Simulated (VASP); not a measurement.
# TiCo3 (Pm-3m) in VASP: further runs, part 2 of 2

VASP 6.6.1. Earlier steps stand in the parts before.

## 3. Single point, r2SCAN, collinear spin, ferrimagnetic start (11.19 Å³/atom)

This run uses another cell than the first one, of 11.19 Å³/atom.

POSCAR reads:

```
TiCo3
1.0
    3.5509641773      0.0000000000      0.0000000000
    0.0000000000      3.5509641773      0.0000000000
    0.0000000000      0.0000000000      3.5509641773
Ti Co
1 3
Direct
    0.0000000000      0.0000000000      0.0000000000
    0.0000000000      0.5000000000      0.5000000000
    0.5000000000      0.0000000000      0.5000000000
    0.5000000000      0.5000000000      0.0000000000
```

INCAR.step1 reads:

```
SYSTEM = TiCo3
  PREC = Accurate
  ENCUT = 520
  ISMEAR = 0
  SIGMA = 0.1
  LREAL = .False.
  LASPH = .True.
  NELM = 150
  ISPIN = 2
  MAGMOM = -0.7 1.46 1.46 1.46
  LMAXMIX = 4
  NBANDS = 32
  GGA = PE
  ALGO = Normal
  EDIFF = 1E-4
  LWAVE = .True.
  LCHARG = .False.
```

INCAR.step2 reads:

```
SYSTEM = TiCo3
  PREC = Accurate
  ENCUT = 520
  EDIFF = 1E-6
  ISMEAR = 0
  SIGMA = 0.1
  LREAL = .False.
  LASPH = .True.
  NELM = 150
  ALGO = Normal
  ISIF = 2
  LWAVE = .False.
  LCHARG = .False.
  ISPIN = 2
  MAGMOM = -0.7 1.46 1.46 1.46
  LORBIT = 11
  LMAXMIX = 4
  METAGGA = R2SCAN
  LMIXTAU = .True.
  NBANDS = 32
  ISTART = 1
```

KPOINTS reads:

```
regular mesh
0
Gamma
  12 12 12
  0 0 0
```

Potentials or basis: VASP PAW PBE potentials, release 64 (Ti_sv, Co).

Started as:

```bash
cat potpaw_PBE.64/Ti_sv/POTCAR potpaw_PBE.64/Co/POTCAR > POTCAR
cp INCAR.step1 INCAR
mpirun -np 1 vasp_std > vasp.out
cp INCAR.step2 INCAR
mpirun -np 1 vasp_std > vasp.out
```

OUTCAR:

```text
SYSTEM = TiCo3
   PREC = Accurate
   ENCUT = 520
   EDIFF = 1E-6
   ISMEAR = 0
   LREAL = .False.
   LASPH = .True.
   NELM = 150
   ISIF = 2
   ISPIN = 2
   LORBIT = 11
   METAGGA = R2SCAN
   ISTART = 1

 ion  position               nearest neighbor table
   1  0.000  0.000  0.000-   2 2.51   3 2.51   4 2.51   2 2.51   3 2.51   2 2.51   4 2.51   2 2.51
                             3 2.51   4 2.51   3 2.51   4 2.51
   2  0.000  0.500  0.500-   1 2.51   3 2.51   4 2.51   1 2.51   4 2.51   1 2.51   3 2.51   1 2.51
                             3 2.51   4 2.51   4 2.51   3 2.51
   3  0.500  0.000  0.500-   1 2.51   2 2.51   4 2.51   1 2.51   4 2.51   2 2.51   4 2.51   4 2.51
                             1 2.51   2 2.51   1 2.51   2 2.51
   4  0.500  0.500  0.000-   1 2.51   2 2.51   3 2.51   2 2.51   3 2.51   1 2.51   3 2.51   3 2.51
                             1 2.51   2 2.51   2 2.51   1 2.51

  LATTYP: Found a simple cubic cell.
 ALAT       =     3.5509641773

  Lattice vectors:

 A1 = (   3.5509641773,   0.0000000000,   0.0000000000)
 A2 = (   0.0000000000,   3.5509641773,   0.0000000000)
 A3 = (   0.0000000000,   0.0000000000,   3.5509641773)

Analysis of symmetry for initial positions (statically):
=====================================================================
 Subroutine PRICEL returns:
 Original cell was already a primitive cell.

 Routine SETGRP: Setting up the symmetry group for a
 simple cubic supercell.

 Subroutine GETGRP returns: Found 48 space group operations
 (whereof 48 operations were pure point group operations)
 out of a pool of 48 trial point group operations.

The static configuration has the point symmetry O_h .

Analysis of symmetry for dynamics (positions and initial velocities):
=====================================================================
 Subroutine PRICEL returns:
 Original cell was already a primitive cell.

 Routine SETGRP: Setting up the symmetry group for a
 simple cubic supercell.

 Subroutine GETGRP returns: Found 48 space group operations
 (whereof 48 operations were pure point group operations)
[... 174 lines left out ...]
 cond. band min:      10.4047353510   @ k =   0.1667   0.0833   0.0833
 fundamental gap:      0.0117170227
 Fermi energy:        10.3935908434

 spin component 1

 k-point     1 :       0.0000    0.0000    0.0000
  band No.  band energies     occupation
      1     -48.3598      1.00000
      2     -23.5773      1.00000
      3     -23.5773      1.00000
      4     -23.5773      1.00000
      5       1.9606      1.00000
      6       5.8615      1.00000
[... 805 lines left out ...]
     30      23.1423      0.00000
     31      23.5655      0.00000

 [... further k-points ...]

 spin component 2

 k-point     1 :       0.0000    0.0000    0.0000
  band No.  band energies     occupation
      1     -48.3593      1.00000
      2     -23.5768      1.00000
      3     -23.5768      1.00000
      4     -23.5768      1.00000
      5       1.9608      1.00000
      6       5.8610      1.00000
[... 805 lines left out ...]
     30      23.1420      0.00000
     31      23.5654      0.00000

 [... further k-points ...]

 [bands above 31 left out]

------------------------ aborting loop because EDIFF is reached ----------------------------------------

  FORCE on cell =-STRESS in cart. coord.  units (eV):
  Direction    XX          YY          ZZ          XY          YZ          ZX
  --------------------------------------------------------------------------------------
  -------------------------------------------------------------------------------------
  Total       -0.4609205     -0.4609205     -0.4609205     -0.0000000     -0.0000000     -0.0000000
  in kB      -16.4929270    -16.4929270    -16.4929270     -0.0000000     -0.0000000     -0.0000000
  external PRESSURE =     -16.4929270 kB  Pullay stress =       0.0000000 kB

 VOLUME and BASIS-vectors are now :
 -----------------------------------------------------------------------------
  energy-cutoff  :      520.00
  volume of cell :       44.78
      direct lattice vectors                 reciprocal lattice vectors
     3.550964177  0.000000000  0.000000000     0.281613655  0.000000000  0.000000000
     0.000000000  3.550964177  0.000000000     0.000000000  0.281613655  0.000000000
     0.000000000  0.000000000  3.550964177     0.000000000  0.000000000  0.281613655

 POSITION                                       TOTAL-FORCE (eV/Angst)
 -----------------------------------------------------------------------------------
      0.00000      0.00000      0.00000         0.000000      0.000000      0.000000
      0.00000      1.77548      1.77548         0.000000      0.000000      0.000000
      1.77548      0.00000      1.77548         0.000000      0.000000      0.000000
      1.77548      1.77548      0.00000         0.000000      0.000000      0.000000
 -----------------------------------------------------------------------------------
    total drift:                                0.000000      0.000000      0.000000

  FREE ENERGIE OF THE ION-ELECTRON SYSTEM (eV)
  ---------------------------------------------------
  free  energy   TOTEN  =       -52.9191803313 eV

  energy  without entropy=      -52.8981461855  energy(sigma->0) =      -52.90866326

 total charge

# of ion       s       p       d       tot
------------------------------------------
    1        2.268   6.212   1.913  10.392
    2        0.546   0.565   7.343   8.453
    3        0.546   0.565   7.343   8.453
    4        0.546   0.565   7.343   8.453
--------------------------------------------------
tot          3.904   7.907  23.940  35.752

 magnetization (x)

# of ion       s       p       d       tot
------------------------------------------
    1        0.000   0.000   0.000   0.000
    2        0.000   0.000  -0.001  -0.001
    3        0.000   0.000  -0.001  -0.001
    4        0.000   0.000  -0.001  -0.001
--------------------------------------------------
tot          0.000   0.000  -0.002  -0.002
```

OSZICAR.step1:

```text
N       E                     dE             d eps       ncg     rms          rms(c)
DAV:   1     0.323356529416E+03    0.32336E+03   -0.17113E+04 10808   0.162E+03
DAV:   2    -0.848070753979E+01   -0.33184E+03   -0.31480E+03 10864   0.372E+02
DAV:   3    -0.333833549483E+02   -0.24903E+02   -0.23932E+02 13312   0.119E+02
DAV:   4    -0.343086349092E+02   -0.92528E+00   -0.92024E+00 14088   0.198E+01
DAV:   5    -0.343323375462E+02   -0.23703E-01   -0.23701E-01 13408   0.307E+00    0.224E+01
DAV:   6    -0.347713204606E+02   -0.43898E+00   -0.35216E+01 12000   0.763E+01    0.193E+01
DAV:   7    -0.308031148777E+02    0.39682E+01   -0.28686E+01 13528   0.495E+01    0.107E+01
DAV:   8    -0.299950550598E+02    0.80806E+00   -0.21993E+00 14536   0.169E+01    0.299E+00
DAV:   9    -0.299562169879E+02    0.38838E-01   -0.15000E-01 12816   0.385E+00    0.198E+00
DAV:  10    -0.299466154581E+02    0.96015E-02   -0.78187E-02 13840   0.261E+00    0.983E-01
DAV:  11    -0.299472745718E+02   -0.65911E-03   -0.83337E-03 13776   0.778E-01    0.306E-01
DAV:  12    -0.299475024222E+02   -0.22785E-03   -0.25676E-03 13384   0.515E-01    0.161E-01
DAV:  13    -0.299478676807E+02   -0.36526E-03   -0.71179E-04 12536   0.235E-01    0.141E-01
DAV:  14    -0.299481795286E+02   -0.31185E-03   -0.59464E-04  9736   0.240E-01    0.121E-01
DAV:  15    -0.299486618241E+02   -0.48230E-03   -0.21474E-03 14344   0.439E-01    0.779E-02
DAV:  16    -0.299488492448E+02   -0.18742E-03   -0.10075E-03 13320   0.264E-01    0.407E-02
DAV:  17    -0.299488799126E+02   -0.30668E-04   -0.10555E-03 10336   0.306E-01    0.246E-02
DAV:  18    -0.299489008107E+02   -0.20898E-04   -0.17096E-04  5928   0.149E-01
   1 F= -.29948901E+02 E0= -.29935156E+02  d E =-.274906E-01  mag=     0.7850
```

Wall time 11 min (1 thread of Intel Xeon 6975P-C (Granite Rapids), shared host); peak memory 0.31 GiB.

Results:

* Free energy: -52.9192 eV
* Pressure: -1.6 GPa
* Net moment: 0.00 μB per cell
* Valence electrons inside the program's atomic spheres: Ti 10.39; Co 8.45

Caveat: the PAW data sets were made with another functional, which shifts forces and pressure a little.

## 4. Single point, r2SCAN, collinear spin, ferrimagnetic start

POSCAR reads:

```
TiCo3
1.0
    3.5872010084      0.0000000000      0.0000000000
    0.0000000000      3.5872010084      0.0000000000
    0.0000000000      0.0000000000      3.5872010084
Ti Co
1 3
Direct
    0.0000000000      0.0000000000      0.0000000000
    0.0000000000      0.5000000000      0.5000000000
    0.5000000000      0.0000000000      0.5000000000
    0.5000000000      0.5000000000      0.0000000000
```

INCAR.step1 reads:

```
ALGO = Normal
EDIFF = 1E-4
ENCUT = 520
GGA = PE
ISMEAR = 0
ISPIN = 2
LASPH = True
LCHARG = False
LMAXMIX = 4
LREAL = False
LWAVE = True
MAGMOM = -0.7 1.46 1.46 1.46
NBANDS = 32
NELM = 150
PREC = Accurate
SIGMA = 0.1
```

INCAR.step2 reads:

```
ALGO = Normal
EDIFF = 1E-6
ENCUT = 520
ISIF = 2
ISMEAR = 0
ISPIN = 2
ISTART = 1
LASPH = True
LCHARG = False
LMAXMIX = 4
LMIXTAU = True
LORBIT = 11
LREAL = False
LWAVE = False
MAGMOM = -0.7 1.46 1.46 1.46
METAGGA = R2SCAN
NBANDS = 32
NELM = 150
PREC = Accurate
SIGMA = 0.1
```

KPOINTS reads:

```
k-points
0
Gamma
  12 12 12
```

Potentials or basis: VASP PAW PBE potentials, release 64 (Ti_sv, Co).

Started as:

```bash
cat potpaw_PBE.64/Ti_sv/POTCAR potpaw_PBE.64/Co/POTCAR > POTCAR
cp INCAR.step1 INCAR
mpirun -np 1 vasp_std > vasp.out
cp INCAR.step2 INCAR
mpirun -np 1 vasp_std > vasp.out
```

OUTCAR:

```text
EDIFF = 1E-6
   ENCUT = 520
   ISIF = 2
   ISMEAR = 0
   ISPIN = 2
   ISTART = 1
   LASPH = True
   LORBIT = 11
   LREAL = False
   METAGGA = R2SCAN
   NELM = 150
   PREC = Accurate

 ion  position               nearest neighbor table
   1  0.000  0.000  0.000-   2 2.54   3 2.54   4 2.54   2 2.54   3 2.54   2 2.54   4 2.54   2 2.54
                             3 2.54   4 2.54   3 2.54   4 2.54
   2  0.000  0.500  0.500-   1 2.54   3 2.54   4 2.54   1 2.54   4 2.54   1 2.54   3 2.54   1 2.54
                             3 2.54   4 2.54   4 2.54   3 2.54
   3  0.500  0.000  0.500-   1 2.54   2 2.54   4 2.54   1 2.54   4 2.54   2 2.54   4 2.54   4 2.54
                             1 2.54   2 2.54   1 2.54   2 2.54
   4  0.500  0.500  0.000-   1 2.54   2 2.54   3 2.54   2 2.54   3 2.54   1 2.54   3 2.54   3 2.54
                             1 2.54   2 2.54   2 2.54   1 2.54

  LATTYP: Found a simple cubic cell.
 ALAT       =     3.5872010084

  Lattice vectors:
[... 1850 lines left out ...]

  FORCE on cell =-STRESS in cart. coord.  units (eV):
  Direction    XX          YY          ZZ          XY          YZ          ZX
  --------------------------------------------------------------------------------------
  -------------------------------------------------------------------------------------
  Total       -2.3515528     -2.3515528     -2.3515528     -0.0000000     -0.0000000      0.0000000
  in kB      -81.6202978    -81.6202978    -81.6202978     -0.0000000     -0.0000000      0.0000000
  external PRESSURE =     -81.6202978 kB  Pullay stress =       0.0000000 kB

 VOLUME and BASIS-vectors are now :
 -----------------------------------------------------------------------------
  energy-cutoff  :      520.00
  volume of cell :       46.16
      direct lattice vectors                 reciprocal lattice vectors
     3.587201008  0.000000000  0.000000000     0.278768878  0.000000000  0.000000000
     0.000000000  3.587201008  0.000000000     0.000000000  0.278768878  0.000000000
     0.000000000  0.000000000  3.587201008     0.000000000  0.000000000  0.278768878

 POSITION                                       TOTAL-FORCE (eV/Angst)
 -----------------------------------------------------------------------------------
      0.00000      0.00000      0.00000         0.000000      0.000000      0.000000
      0.00000      1.79360      1.79360         0.000000      0.000000      0.000000
      1.79360      0.00000      1.79360         0.000000      0.000000      0.000000
      1.79360      1.79360      0.00000         0.000000      0.000000      0.000000
 -----------------------------------------------------------------------------------
    total drift:                                0.000000      0.000000      0.000000

  FREE ENERGIE OF THE ION-ELECTRON SYSTEM (eV)
  ---------------------------------------------------
  free  energy   TOTEN  =       -52.8765144252 eV

  energy  without entropy=      -52.8549650195  energy(sigma->0) =      -52.86573972

 total charge

# of ion       s       p       d       tot
------------------------------------------
    1        2.260   6.200   1.879  10.339
    2        0.532   0.539   7.323   8.394
    3        0.532   0.539   7.323   8.394
    4        0.532   0.539   7.323   8.394
--------------------------------------------------
tot          3.856   7.818  23.847  35.520

 magnetization (x)

# of ion       s       p       d       tot
------------------------------------------
    1        0.000  -0.000  -0.000  -0.000
    2        0.000  -0.000   0.001   0.001
    3        0.000  -0.000   0.001   0.001
    4        0.000  -0.000   0.001   0.001
--------------------------------------------------
tot          0.000  -0.000   0.001   0.001
```

OUTCAR.step1:

```text
EDIFF = 1E-4
   ENCUT = 520
   GGA = PE
   ISMEAR = 0
[... 1888 lines left out ...]
      0.00000      0.00000      0.00000         0.000000      0.000000      0.000000
      0.00000      1.79360      1.79360         0.000000      0.000000      0.000000
      1.79360      0.00000      1.79360         0.000000      0.000000      0.000000
      1.79360      1.79360      0.00000         0.000000      0.000000      0.000000
 -----------------------------------------------------------------------------------
    total drift:                                0.000000      0.000000      0.000000

  FREE ENERGIE OF THE ION-ELECTRON SYSTEM (eV)
  ---------------------------------------------------
  free  energy   TOTEN  =       -29.9544560014 eV

  energy  without entropy=      -29.9255883161  energy(sigma->0) =      -29.94002216
```

OSZICAR.step1:

```text
N       E                     dE             d eps       ncg     rms          rms(c)
DAV:   1     0.322802683043E+03    0.32280E+03   -0.17062E+04 10776   0.161E+03
[... 23 lines left out ...]
DAV:  25    -0.299556151143E+02    0.18969E-03   -0.96988E-04 11912   0.214E-01    0.334E-01
DAV:  26    -0.299557939002E+02   -0.17879E-03   -0.45961E-05  5472   0.658E-02    0.329E-01
DAV:  27    -0.299556766621E+02    0.11724E-03   -0.15249E-05  5424   0.451E-02    0.332E-01
DAV:  28    -0.299551615354E+02    0.51513E-03   -0.19563E-04  5448   0.138E-01    0.349E-01
DAV:  29    -0.299546405461E+02    0.52099E-03   -0.22022E-04  5664   0.126E-01    0.364E-01
DAV:  30    -0.299544616652E+02    0.17888E-03   -0.79580E-05  6080   0.468E-02    0.367E-01
DAV:  31    -0.299544560014E+02    0.56637E-05   -0.86801E-06  5456   0.268E-02
   1 F= -.29954456E+02 E0= -.29940022E+02  d E =-.288677E-01  mag=     0.4511
```

It took 12 min on 1 thread of Intel Xeon 6975P-C (Granite Rapids), shared host; peak memory 0.31 GiB.

What came out:

| Quantity | Value |
| --- | --- |
| Free energy | -52.8765 eV |
| Pressure | -8.2 GPa |
| Net moment | 0.00 μB per cell |
| Valence electrons inside the program's atomic spheres | Ti 10.34; Co 8.39 |

Levels at points of the mesh, in eV from the Fermi level:
Spin up:
```csv
k point,band 16,band 17,band 18,band 19,band 20,band 21,band 22,band 23,band 24,band 25
"(0.00, 0.00, 0.00)",-0.14,0.54,0.85,0.85,0.85,2.66,2.66,3.41,3.41,3.41
"(0.50, 0.00, 0.00)",-0.79,-0.56,-0.56,-0.48,0.04,0.86,1.33,1.33,2.07,2.66
"(0.50, 0.50, 0.00)",-1.26,-0.86,-0.86,-0.80,-0.51,-0.18,1.85,1.85,2.27,2.27
"(0.50, 0.50, 0.50)",-1.03,0.02,0.62,0.62,0.62,0.72,0.72,0.72,2.29,2.29
```
Spin down:
| k point | band 16 | band 17 | band 18 | band 19 | band 20 | band 21 | band 22 | band 23 | band 24 | band 25 |
| --- | --- | --- | --- | --- | --- | --- | --- | --- | --- | --- |
| (0.00, 0.00, 0.00) | -0.14 | 0.54 | 0.85 | 0.85 | 0.85 | 2.66 | 2.66 | 3.41 | 3.41 | 3.41 |
| (0.50, 0.00, 0.00) | -0.78 | -0.56 | -0.56 | -0.48 | 0.04 | 0.86 | 1.33 | 1.33 | 2.08 | 2.66 |
| (0.50, 0.50, 0.00) | -1.26 | -0.86 | -0.86 | -0.80 | -0.51 | -0.18 | 1.85 | 1.85 | 2.27 | 2.27 |
| (0.50, 0.50, 0.50) | -1.03 | 0.02 | 0.62 | 0.62 | 0.62 | 0.72 | 0.72 | 0.72 | 2.29 | 2.29 |

Caveat: the cell stands under tension; the PAW data sets were made with another functional, which shifts forces and pressure a little.

## 5. Summary

| cell | k mesh | smearing | gap on the mesh (eV) | pressure (GPa) | moment (μB) |
| --- | --- | --- | --- | --- | --- |
| a = 3.587 Å, 4 atoms | 14 × 14 × 14 | gaussian 0.15 eV | none | -8.2 | 0.00 |
| a = 3.551 Å, 4 atoms | 12 × 12 × 12 | gaussian 0.1 eV | none | -1.6 | 0.00 |
| a = 3.587 Å, 4 atoms | 12 × 12 × 12 | gaussian 0.1 eV | none | -8.2 | 0.00 |

Alike in all rows: task single point; level r2SCAN; potentials or basis VASP PAW PBE potentials, release 64 (Ti_sv, Co); spin collinear, ferrimagnetic start; cutoff (eV) 520.

Caveats: the PAW data sets were made with another functional, which shifts forces and pressure a little; the cell stands under tension (at least some runs).

Total energies depend on the potentials used, so only differences within one code and one set of settings carry meaning.
